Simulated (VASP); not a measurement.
# Nb (Fm-3m) in VASP: notebook

The runs below take Nb through single point, with PBEsol.

All numbers are computed with VASP 6.6.1; they aren't measurements. Logs are shortened: lines on timing, memory, paths and dates and some standing lists are left out, and cuts for length are marked.

### 1 The cell of the first run

Symmetry: Fm-3m, No. 225, cubic system. The conventional cell has a = 4.173 Å, b = 4.173 Å, c = 4.173 Å, α = 90.00°, β = 90.00°, γ = 90.00°. Nb (site symmetry m-3m) has 12 Nb at 2.95 Å within 3.9 Å.

### 2 Single point, PBEsol

Contents of INCAR:

```
SYSTEM = Nb
PREC = Accurate ; ENCUT = 520
EDIFF = 1E-7 ; ISMEAR = -1
SIGMA = 0.1 ; LREAL = .False.
LASPH = .True. ; NELM = 80
ALGO = Normal ; ISIF = 2
LWAVE = .False. ; LCHARG = .False.
GGA = PS ; NBANDS = 12
```

Contents of KPOINTS:

```
Automatic mesh
0
Gamma
  15 15 15
  0 0 0
```

Contents of POSCAR:

```
Nb
1.0
    0.0000000000      2.0865633525      2.0865633525
    2.0865633525      0.0000000000      2.0865633525
    2.0865633525      2.0865633525      0.0000000000
Nb
1
Direct
    0.0000000000      0.0000000000      0.0000000000
```

Potentials or basis: VASP PAW PBE potentials, release 64 (Nb_sv).

Run with:

```bash
> cat potpaw_PBE.64/Nb_sv/POTCAR > POTCAR
> mpirun -np 1 vasp_std > vasp.out
```

OUTCAR:

```text
SYSTEM = Nb
   PREC = Accurate
   ENCUT = 520
   EDIFF = 1E-7
   ISMEAR = -1
   LREAL = .False.
   LASPH = .True.
   NELM = 80
   ISIF = 2
   GGA = PS

 ion  position               nearest neighbor table
   1  0.000  0.000  0.000-

  LATTYP: Found a face centered cubic cell.
 ALAT       =     4.1731267050

  Lattice vectors:

 A1 = (   0.0000000000,   2.0865633525,   2.0865633525)
 A2 = (   2.0865633525,   0.0000000000,   2.0865633525)
 A3 = (   2.0865633525,   2.0865633525,   0.0000000000)

Analysis of symmetry for initial positions (statically):
=====================================================================
 Subroutine PRICEL returns:
 Original cell was already a primitive cell.

 Routine SETGRP: Setting up the symmetry group for a
 face centered cubic supercell.

 Subroutine GETGRP returns: Found 48 space group operations
 (whereof 48 operations were pure point group operations)
 out of a pool of 48 trial point group operations.

The static configuration has the point symmetry O_h .

Analysis of symmetry for dynamics (positions and initial velocities):
=====================================================================
 Subroutine PRICEL returns:
 Original cell was already a primitive cell.

 Routine SETGRP: Setting up the symmetry group for a
 face centered cubic supercell.

 Subroutine GETGRP returns: Found 48 space group operations
 (whereof 48 operations were pure point group operations)
 out of a pool of 48 trial point group operations.

The dynamic configuration has the point symmetry O_h .

 Subroutine INISYM returns: Found 48 space group operations
 (whereof 48 operations are pure point group operations),
 and found     1 'primitive' translations

----------------------------------------------------------------------------------------

                                     Primitive cell

  volume of cell :      18.1687

  direct lattice vectors                    reciprocal lattice vectors
     0.000000000  2.086563352  2.086563352    -0.239628478  0.239628478  0.239628478
     2.086563352  0.000000000  2.086563352     0.239628478 -0.239628478  0.239628478
     2.086563352  2.086563352  0.000000000     0.239628478  0.239628478 -0.239628478

  length of vectors
     2.950846192  2.950846192  2.950846192     0.415048698  0.415048698  0.415048698

  position of ions in fractional coordinates (direct lattice)
     0.000000000  0.000000000  0.000000000

  ion indices of the primitive-cell ions
   primitive index   ion index
                 1           1

----------------------------------------------------------------------------------------

 KPOINTS: Automatic mesh

Automatic generation of k-mesh.
 Grid dimensions read from file:
 generate k-points for:   15   15   15

 Generating k-lattice:

  Cartesian coordinates                     Fractional coordinates (reciprocal lattice)
    -0.015975232  0.015975232  0.015975232     0.066666667  0.000000000  0.000000000
     0.015975232 -0.015975232  0.015975232     0.000000000  0.066666667  0.000000000
     0.015975232  0.015975232 -0.015975232     0.000000000  0.000000000  0.066666667

  Length of vectors
     0.027669913  0.027669913  0.027669913

  Shift w.r.t. Gamma in fractional coordinates (k-lattice)
     0.000000000  0.000000000  0.000000000

 Subroutine IBZKPT returns following result:
 ===========================================

 Found    120 irreducible k-points:

 Following reciprocal coordinates:
            Coordinates               Weight
  0.000000  0.000000  0.000000      1.000000
  0.066667  0.000000  0.000000      8.000000
  0.133333  0.000000  0.000000      8.000000
  0.200000  0.000000  0.000000      8.000000
  0.266667  0.000000  0.000000      8.000000
  0.333333  0.000000  0.000000      8.000000
[... 16 lines left out ...]
  0.133333  0.133333  0.000000      6.000000
  0.200000  0.133333  0.000000     24.000000
 [... further k-points ...]
   k-points           NKPTS =    120   k-points in BZ     NKDIM =    120   number of bands    NBANDS=     12
   number of dos      NEDOS =    301   number of ions     NIONS =      1
   total plane-waves  NPLWV =  13824
   dimension x,y,z NGX =    24 NGY =   24 NGZ =   24
   dimension x,y,z NGXF=    48 NGYF=   48 NGZF=   48
   ions per type =               1
   NGX,Y,Z   is equivalent  to a cutoff of  13.52, 13.52, 13.52 a.u.
   NGXF,Y,Z  is equivalent  to a cutoff of  27.04, 27.04, 27.04 a.u.
 SYSTEM =  Nb
   PREC   = accura    normal or accurate (medium, high low for compatibility)
   ISTART =      0    job   : 0-new  1-cont  2-samecut
   ICHARG =      2    charge: 1-file 2-atom 10-const
   ISPIN  =      1    spin polarized calculation?
   LNONCOLLINEAR =      F non collinear calculations
   LSORBIT =      F    spin-orbit coupling
   LASPH  =      T    aspherical Exc in radial PAW
   ENCUT  =  520.0 eV  38.22 Ry    6.18 a.u.   5.49  5.49  5.49*2*pi/ulx,y,z
   NELM   =     80;   NELMIN=  2; NELMDL= -5     # of ELM steps
   EDIFF  = 0.1E-06   stopping-criterion for ELM
   LREAL  =      F    real-space projection
   EDIFFG = 0.1E-05   stopping-criterion for IOM
   NSW    =      0    number of steps for IOM
   IBRION =     -1    ionic relax: 0-MD 1-quasi-New 2-CG
   NFREE  =      0    steps in history (QN), initial steepest desc. (CG)
   ISIF   =      2    stress and relaxation
   ISYM   =      2    0-nonsym 1-usesym 2-fastsym
   POTIM  = 0.5000    time-step for ionic-motion
   TEBEG  =    0.0;   TEEND  =   0.0 temperature during run
   PSTRESS=    0.0 pullay stress
   NELECT =      13.0000    total number of electrons
   NUPDOWN=      -1.0000    fix difference up-down
   EMIN   =  10.00;   EMAX   =-10.00  energy-range for DOS
   EFERMI =   0.00;   METHOD = LEGACY
   ISMEAR =    -1;   SIGMA  =   0.10  broadening in eV -4-tet -1-fermi 0-gaus
   EFERMI_NEDOS =   21; number of points for ismear=-14 and -15
   IALGO  =     38    algorithm
   IMIX   =      4    mixing-type and parameters
     AMIX     =   0.40;   BMIX     =  1.00
     AMIX_MAG =   1.60;   BMIX_MAG =  1.00
  volume/ion in A,a.u.               =      18.17       122.61
  Fermi-wavevector in a.u.,A,eV,Ry     =   1.464247  2.767026 29.171157  2.144020
  Thomas-Fermi vector in A             =   2.580246
   LORBIT       =      0    0 simple, 1 ext, 2 COOP (PROOUT), +10 PAW based schemes
   GGA     = PS    functional components
   LHFCALC =     F    Hartree Fock is set to
   AEXX    =    0.0000 exact exchange contribution
   IVDW    =     0    specifies the selected vdW correction
   LEPSILON=     F    determine dielectric tensor
   LRPA    =     F    only Hartree local field effects (RPA)
 non-spin polarized calculation
  energy-cutoff  :      520.00
  volume of cell :       18.17
 maximum number of plane-waves:       531
 NGX is ok and might be reduce to    24
   NGX = 11   NGY = 11   NGZ = 11

 number of electron      13.0000000 magnetization

 Free energy of the ion-electron system (eV)
  ---------------------------------------------------
  ext. energy  EPLUGINS =         0.00000000
  ---------------------------------------------------
  free energy    TOTEN  =       -10.63042185 eV

  energy without entropy =      -10.58229668  energy(sigma->0) =      -10.60635927

 E-fermi :  11.2995     XC(G=0): -12.5860

 val. band max:       11.2968763355   @ k =  -0.4667   0.0667   0.0000
 cond. band min:      11.2995359193   @ k =   0.4000   0.0000   0.0000
 fundamental gap:      0.0026595837
 Fermi energy:        11.2994745697

 k-point     1 :       0.0000    0.0000    0.0000
  band No.  band energies     occupation
      1     -43.3634      2.00000
      2     -18.7071      2.00000
      3     -18.7071      2.00000
      4     -18.7071      2.00000
      5       4.9587      2.00000
      6      11.3719      0.65277
      7      11.3719      0.65277
      8      11.3719      0.65277
      9      14.0866      0.00000
     10      14.0866      0.00000
     11      23.1524      0.00000
     12      28.0368      0.00000

 k-point     2 :       0.0667    0.0000    0.0000
  band No.  band energies     occupation
      1     -43.3540      2.00000
      2     -18.7688      2.00000
      3     -18.7147      2.00000
      4     -18.7147      2.00000
      5       5.1313      2.00000
      6      11.2367      1.30408
      7      11.4516      0.35851
      8      11.4516      0.35851
      9      14.0137      0.00000
     10      14.0137      0.00000
     11      23.5019      0.00000
     12      27.3357      0.00000

 k-point     3 :       0.1333    0.0000    0.0000
  band No.  band energies     occupation
      1     -43.3272      2.00000
      2     -18.9410      2.00000
      3     -18.7359      2.00000
      4     -18.7359      2.00000
      5       5.6153      2.00000
      6      10.9152      1.95802
      7      11.6432      0.06232
      8      11.6432      0.06232
      9      13.8739      0.00000
     10      13.8739      0.00000
     11      24.3737      0.00000
     12      26.1260      0.00000
[... 286 lines left out ...]
 k-point    23 :       0.1333    0.1333    0.0000
  band No.  band energies     occupation
      1     -43.3152      2.00000
      2     -18.9341      2.00000
      3     -18.7872      2.00000
      4     -18.7872      2.00000
      5       5.8338      2.00000
      6      10.5410      1.99898
      7      11.9217      0.00396
      8      11.9217      0.00396
      9      13.0973      0.00000
     10      14.3754      0.00000
     11      24.9096      0.00000
     12      27.0603      0.00000

 k-point    24 :       0.2000    0.1333    0.0000
  band No.  band energies     occupation
      1     -43.2856      2.00000
      2     -19.0951      2.00000
      3     -18.8274      2.00000
      4     -18.8165      2.00000
      5       6.3562      2.00000
      6      10.1888      1.99997
      7      12.0568      0.00103
      8      12.1905      0.00027
      9      12.8959      0.00000
     10      14.5213      0.00000
     11      25.8356      0.00000
     12      26.4092      0.00000

 [... further k-points ...]

------------------------ aborting loop because EDIFF is reached ----------------------------------------

  FORCE on cell =-STRESS in cart. coord.  units (eV):
  Direction    XX          YY          ZZ          XY          YZ          ZX
  --------------------------------------------------------------------------------------
  -------------------------------------------------------------------------------------
  Total       -0.0694393     -0.0694393     -0.0694393      0.0000000     -0.0000000      0.0000000
  in kB       -6.1233775     -6.1233775     -6.1233775      0.0000000     -0.0000000      0.0000000
  external PRESSURE =      -6.1233775 kB  Pullay stress =       0.0000000 kB

 VOLUME and BASIS-vectors are now :
 -----------------------------------------------------------------------------
  energy-cutoff  :      520.00
  volume of cell :       18.17
      direct lattice vectors                 reciprocal lattice vectors
     0.000000000  2.086563352  2.086563352    -0.239628478  0.239628478  0.239628478
     2.086563352  0.000000000  2.086563352     0.239628478 -0.239628478  0.239628478
     2.086563352  2.086563352  0.000000000     0.239628478  0.239628478 -0.239628478

 POSITION                                       TOTAL-FORCE (eV/Angst)
 -----------------------------------------------------------------------------------
      0.00000      0.00000      0.00000        -0.000000      0.000000      0.000000
 -----------------------------------------------------------------------------------
    total drift:                               -0.000000      0.000000      0.000000

  FREE ENERGIE OF THE ION-ELECTRON SYSTEM (eV)
  ---------------------------------------------------
  free  energy   TOTEN  =       -10.6304218549 eV

  energy  without entropy=      -10.5822966802  energy(sigma->0) =      -10.60635927
```

Wall time 33 s (1 thread of AMD EPYC 7R43 (Zen 3), shared host); peak memory 0.12 GiB.

Results:

```
Free energy : -10.6304 eV
Pressure    : -0.6 GPa
```

Caveat: the PAW data sets were made with another functional, which shifts forces and pressure a little.

### 3 Single point, PBEsol (volume scaled by 1.04)

Contents of INCAR:

```
ALGO     = Normal         # electronic algorithm
EDIFF    = 1E-7           # SCF threshold, eV
ENCUT    = 520            # plane-wave cutoff, eV
GGA      = PS             # functional
ISIF     = 2              # what is computed and relaxed
ISMEAR   = -1             # smearing method
LASPH    = T              # aspherical terms in the spheres
LCHARG   = F              # write CHGCAR
LREAL    = F              # projectors in reciprocal space
LWAVE    = F              # write WAVECAR
NBANDS   = 12             # bands
NELM     = 100            # most SCF steps
PREC     = Accurate       # precision mode
SIGMA    = 0.1            # smearing width, eV
```

Contents of KPOINTS:

```
k-points
0
Gamma
  15 15 15
```

Contents of POSCAR:

```
Nb
1.0
    0.0000000000      2.1140212823      2.1140212823
    2.1140212823      0.0000000000      2.1140212823
    2.1140212823      2.1140212823      0.0000000000
Nb
1
Direct
    0.0000000000      0.0000000000      0.0000000000
```

Potentials or basis: VASP PAW PBE potentials, release 64 (Nb_sv).

Run with:

```bash
> cat potpaw_PBE.64/Nb_sv/POTCAR > POTCAR
> mpirun -np 1 vasp_std > vasp.out
```

Run time: 31 s. Hardware: 1 thread of AMD EPYC 7R43 (Zen 3), shared host; peak memory 0.12 GiB.

The run converged. Its results:

```
Free energy : -10.6135 eV
Pressure    : -6.9 GPa
```

Levels at points of the mesh, in eV from the Fermi level:
```csv
k point,band 3,band 4,band 5,band 6,band 7,band 8,band 9,band 10
"(0.00, 0.00, 0.00)",-30.13,-30.13,-6.24,0.10,0.10,0.10,2.67,2.67
```

Caveat: the PAW data sets were made with another functional, which shifts forces and pressure a little.

(Part 1 of 2 ends here.)
